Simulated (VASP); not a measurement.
# NiO2 (P-3m1) in VASP: notebook

NiO2 is run at these levels: PBEsol; tasks: single point.

Everything below comes from runs of VASP 6.6.1. Logs are shortened: lines on timing, memory, paths and dates and some standing lists are left out, and cuts for length are marked.

## Step 1: The cell of the first run

It takes space group P-3m1 (No. 164, trigonal). The conventional cell has a = 2.742 Å, b = 2.742 Å, c = 4.524 Å, α = 90.00°, β = 90.00°, γ = 120.00°. Within 2.4 Å of Ni (site symmetry -3m) lie 6 O at 1.84 Å. Within 2.5 Å of O (site symmetry 3m) lie 3 Ni at 1.84 Å and 3 O at 2.45 Å.

## Step 2: Single point, PBEsol, collinear spin, ferromagnetic start

The input, INCAR:

```
SYSTEM = NiO2
PREC = Accurate
ENCUT = 520
EDIFF = 1E-6
ISMEAR = -1
SIGMA = 0.05
LREAL = .False.
LASPH = .True.
NELM = 150
ALGO = Normal
ISIF = 2
LWAVE = .False.
LCHARG = .False.
ISPIN = 2
MAGMOM = 1 0 0
LORBIT = 11
LMAXMIX = 4
GGA = PS
NBANDS = 22
```

The input, KPOINTS:

```
regular mesh
0
Gamma
  11 11 6
  0 0 0
```

The input, POSCAR:

```
NiO2
1.0
    2.7416478363      0.0000000000      0.0000000000
   -1.3708239181      2.3743366745      0.0000000000
    0.0000000000      0.0000000000      4.5239960771
Ni O
1 2
Direct
    0.0000000000      0.0000000000      0.5000000000
    0.3333333333      0.6666666667      0.2939610000
    0.6666666667      0.3333333333      0.7060390000
```

Potentials or basis: VASP PAW PBE potentials, release 64 (Ni, O).

Started as:

```sh
$ cat potpaw_PBE.64/Ni/POTCAR potpaw_PBE.64/O/POTCAR > POTCAR
$ mpirun -np 1 vasp_std > vasp.out
```

OUTCAR:

```text
SYSTEM = NiO2
   PREC = Accurate
   ENCUT = 520
   EDIFF = 1E-6
   ISMEAR = -1
   LREAL = .False.
   LASPH = .True.
   NELM = 150
   ISIF = 2
   ISPIN = 2
   LORBIT = 11
   GGA = PS

 ion  position               nearest neighbor table
   1  0.000  0.000  0.500-   2 1.84   3 1.84   3 1.84   2 1.84   3 1.84   2 1.84
   2  0.333  0.667  0.294-   1 1.84   1 1.84   1 1.84
   3  0.667  0.333  0.706-   1 1.84   1 1.84   1 1.84

  LATTYP: Found a hexagonal cell.
 ALAT       =     2.7416478363
 C/A-ratio  =     1.6501010878

  Lattice vectors:

 A1 = (   2.7416478363,   0.0000000000,   0.0000000000)
 A2 = (  -1.3708239181,   2.3743366745,   0.0000000000)
 A3 = (   0.0000000000,   0.0000000000,   4.5239960771)

Analysis of symmetry for initial positions (statically):
=====================================================================
 Subroutine PRICEL returns:
 Original cell was already a primitive cell.

 Routine SETGRP: Setting up the symmetry group for a
 hexagonal supercell.

 Subroutine GETGRP returns: Found 12 space group operations
 (whereof 12 operations were pure point group operations)
 out of a pool of 24 trial point group operations.

The static configuration has the point symmetry D_3d.

Analysis of symmetry for dynamics (positions and initial velocities):
=====================================================================
 Subroutine PRICEL returns:
 Original cell was already a primitive cell.

 Routine SETGRP: Setting up the symmetry group for a
 hexagonal supercell.

 Subroutine GETGRP returns: Found 12 space group operations
 (whereof 12 operations were pure point group operations)
 out of a pool of 24 trial point group operations.

The dynamic configuration has the point symmetry D_3d.

Analysis of structural, dynamic, and magnetic symmetry:
=====================================================================
 Subroutine PRICEL returns:
 Original cell was already a primitive cell.

 Routine SETGRP: Setting up the symmetry group for a
 hexagonal supercell.

 Subroutine GETGRP returns: Found 12 space group operations
 (whereof 12 operations were pure point group operations)
 out of a pool of 24 trial point group operations.

The overall configuration has the point symmetry D_3d.

 Subroutine INISYM returns: Found 12 space group operations
 (whereof 12 operations are pure point group operations),
 and found     1 'primitive' translations

[... 120 lines left out ...]
   LORBIT       =     11    0 simple, 1 ext, 2 COOP (PROOUT), +10 PAW based schemes
   GGA     = PS    functional components
   LHFCALC =     F    Hartree Fock is set to
   AEXX    =    0.0000 exact exchange contribution
   IVDW    =     0    specifies the selected vdW correction
   LEPSILON=     F    determine dielectric tensor
   LRPA    =     F    only Hartree local field effects (RPA)
 spin polarized calculation
  energy-cutoff  :      520.00
  volume of cell :       29.45
 maximum number of plane-waves:       804
   NGX = 11   NGY = 11   NGZ = 17

 number of electron      21.9999991 magnetization      -0.0000333

 number of electron      21.9999991 magnetization       0.0000140

 Free energy of the ion-electron system (eV)
  ---------------------------------------------------
  ext. energy  EPLUGINS =         0.00000000
  ---------------------------------------------------
  free energy    TOTEN  =       -18.71856556 eV

  energy without entropy =      -18.71856145  energy(sigma->0) =      -18.71856350

 E-fermi :   3.8505     XC(G=0): -11.3745

 val. band max:        3.3541011244   @ k =   0.0909   0.0909   0.5000
 cond. band min:       4.2832681423   @ k =   0.2727   0.0000   0.3333
 fundamental gap:      0.9291670178
 Fermi energy:         3.8505333367

 spin component 1

 k-point     1 :       0.0000    0.0000    0.0000
  band No.  band energies     occupation
      1     -16.7501      1.00000
      2     -13.9864      1.00000
      3      -2.9144      1.00000
      4      -2.5900      1.00000
      5      -2.5900      1.00000
      6       1.0094      1.00000
[... 589 lines left out ...]
     21      28.1508      0.00000
     22      29.3273      0.00000

 [... further k-points ...]

 spin component 2

 k-point     1 :       0.0000    0.0000    0.0000
  band No.  band energies     occupation
      1     -16.7501      1.00000
      2     -13.9863      1.00000
      3      -2.9144      1.00000
      4      -2.5899      1.00000
      5      -2.5899      1.00000
      6       1.0094      1.00000
[... 589 lines left out ...]
     21      28.1509      0.00000
     22      29.3272      0.00000

 [... further k-points ...]

------------------------ aborting loop because EDIFF is reached ----------------------------------------

  FORCE on cell =-STRESS in cart. coord.  units (eV):
  Direction    XX          YY          ZZ          XY          YZ          ZX
  --------------------------------------------------------------------------------------
  -------------------------------------------------------------------------------------
  Total        2.0978536      2.0978536      1.0599710      0.0000000      0.0000000      0.0000000
  in kB      114.1325650    114.1325650     57.6671348      0.0000000      0.0000000      0.0000000
  external PRESSURE =      95.3107549 kB  Pullay stress =       0.0000000 kB

 VOLUME and BASIS-vectors are now :
 -----------------------------------------------------------------------------
  energy-cutoff  :      520.00
  volume of cell :       29.45
      direct lattice vectors                 reciprocal lattice vectors
     2.741647836  0.000000000  0.000000000     0.364744146  0.210585131  0.000000000
    -1.370823918  2.374336674  0.000000000     0.000000000  0.421170262  0.000000000
     0.000000000  0.000000000  4.523996077     0.000000000  0.000000000  0.221043516

 POSITION                                       TOTAL-FORCE (eV/Angst)
 -----------------------------------------------------------------------------------
      0.00000      0.00000      2.26200        -0.000000      0.000000      0.000000
     -0.00000      1.58289      1.32988         0.000000     -0.000000     -0.479949
      1.37082      0.79145      3.19412        -0.000000      0.000000      0.479949
 -----------------------------------------------------------------------------------
    total drift:                                0.000000     -0.000000      0.000000

  FREE ENERGIE OF THE ION-ELECTRON SYSTEM (eV)
  ---------------------------------------------------
  free  energy   TOTEN  =       -18.7185655582 eV

  energy  without entropy=      -18.7185614493  energy(sigma->0) =      -18.71856350

 total charge

# of ion       s       p       d       tot
------------------------------------------
    1        0.549   0.911   8.281   9.742
    2        1.589   3.341   0.000   4.930
    3        1.589   3.341   0.000   4.930
--------------------------------------------------
tot          3.728   7.594   8.281  19.603

 magnetization (x)

# of ion       s       p       d       tot
------------------------------------------
    1        0.000  -0.000   0.000   0.000
    2        0.000  -0.000   0.000  -0.000
    3        0.000  -0.000   0.000  -0.000
--------------------------------------------------
tot          0.000  -0.000   0.000   0.000
```

stdout:

```text
POSCAR found type information on POSCAR NiO
 POSCAR found :  2 types and       3 ions
 scaLAPACK will be used
 -----------------------------------------------------------------------------
|                                                                             |
|                                                                             |
|     You enforced a specific xc type in the INCAR file but a different       |
|     I HOPE YOU KNOW WHAT YOU ARE DOING!                                     |
|                                                                             |
 -----------------------------------------------------------------------------

 LDA part: xc-table for (Slater+PW92), standard interpolation
 POSCAR, INCAR and KPOINTS ok, starting setup
 FFT: planning ... GRIDC
 FFT: planning ... GRID_SOFT
 FFT: planning ... GRID
 WAVECAR not read
 entering main loop
```

Wall time 76 s (1 thread of Intel Xeon Platinum 8488C (Sapphire Rapids), shared host); peak memory 0.21 GiB.

What came out:

```yaml
Free_energy: -18.7186 eV
Pressure: 9.5 GPa
Largest_force: 0.480 eV/Å
Band_gap_on_the_k_mesh: 0.93 eV (least direct gap 1.23 eV)
Net_moment: 0.00 μB per cell
Valence_electrons_inside_the_program's_atomic_spheres: Ni 9.74; O 4.93
```

Forces on the atoms (eV/Å):
```
Ni   0.000  0.000  0.000
O    0.000  0.000 -0.480
O    0.000  0.000  0.480
```

Caveat: the cell stands under pressure; the PAW data sets were made with another functional, which shifts forces and pressure a little; an odd mesh through Γ misses points on the zone boundary, where band edges can lie.

## Step 3: Single point, PBEsol, collinear spin, ferromagnetic start

This run uses another cell than the first one, of 10.03 Å³/atom.

The input, INCAR:

```
  PREC = Accurate
  ENCUT = 520
  EDIFF = 1E-7
  ISMEAR = -1
  SIGMA = 0.05
  LREAL = False
  LASPH = True
  NELM = 150
  ALGO = Normal
  ISIF = 2
  LWAVE = False
  LCHARG = False
  ISPIN = 2
  MAGMOM = 1 0 0
  LORBIT = 11
  LMAXMIX = 4
  GGA = PS
  NBANDS = 22
```

The input, KPOINTS:

```
Automatic mesh
0
Gamma
  11 11 6
```

The input, POSCAR:

```
NiO2
1.0
    2.7609558516      0.0000000000      0.0000000000
   -1.3804779258      2.3910579062      0.0000000000
    0.0000000000      0.0000000000      4.5558562541
Ni O
1 2
Direct
    0.0000000000      0.0000000000      0.5000000000
    0.3333333333      0.6666666667      0.2939610000
    0.6666666667      0.3333333333      0.7060390000
```

Potentials or basis: VASP PAW PBE potentials, release 64 (Ni, O).

Started as:

```sh
$ cat potpaw_PBE.64/Ni/POTCAR potpaw_PBE.64/O/POTCAR > POTCAR
$ mpirun -np 1 vasp_std > vasp.out
```

It took 82 s on 1 thread of Intel Xeon Platinum 8488C (Sapphire Rapids), shared host; peak memory 0.22 GiB.

Results (log left out):

| Item | Value |
| --- | --- |
| Free energy | -18.7462 eV |
| Pressure | 4.4 GPa |
| Largest force | 0.158 eV/Å |
| Band gap on the k mesh | 0.91 eV (least direct gap 1.19 eV) |
| Net moment | 0.00 μB per cell |
| Valence electrons inside the program's atomic spheres | Ni 9.67; O 4.92 |

Forces on the atoms (eV/Å):
```
Ni   0.000  0.000  0.000
O    0.000  0.000 -0.158
O    0.000  0.000  0.158
```

Stress tensor (GPa, compression positive):
```
5.55 0.00 0.00
0.00 5.55 0.00
0.00 0.00 2.06
```

Levels at points of the mesh, in eV from the valence-band top:
Spin up:
| k point | band 7 | band 8 | band 9 | band 10 | band 11 | band 12 | band 13 | band 14 | band 15 | band 16 |
| --- | --- | --- | --- | --- | --- | --- | --- | --- | --- | --- |
| (0.00, 0.00, 0.00) | -2.27 | -1.11 | -1.11 | -0.80 | -0.45 | 2.27 | 2.27 | 7.92 | 11.19 | 15.24 |
| (0.00, 0.00, 0.50) | -2.27 | -2.19 | -1.15 | -1.15 | -0.10 | 2.31 | 2.31 | 10.10 | 10.16 | 14.18 |
Spin down:
| k point | band 7 | band 8 | band 9 | band 10 | band 11 | band 12 | band 13 | band 14 | band 15 | band 16 |
| --- | --- | --- | --- | --- | --- | --- | --- | --- | --- | --- |
| (0.00, 0.00, 0.00) | -2.27 | -1.11 | -1.11 | -0.80 | -0.45 | 2.27 | 2.27 | 7.92 | 11.19 | 15.24 |
| (0.00, 0.00, 0.50) | -2.27 | -2.19 | -1.15 | -1.15 | -0.10 | 2.31 | 2.31 | 10.10 | 10.16 | 14.18 |

Caveat: the cell stands under pressure; the PAW data sets were made with another functional, which shifts forces and pressure a little; an odd mesh through Γ misses points on the zone boundary, where band edges can lie.
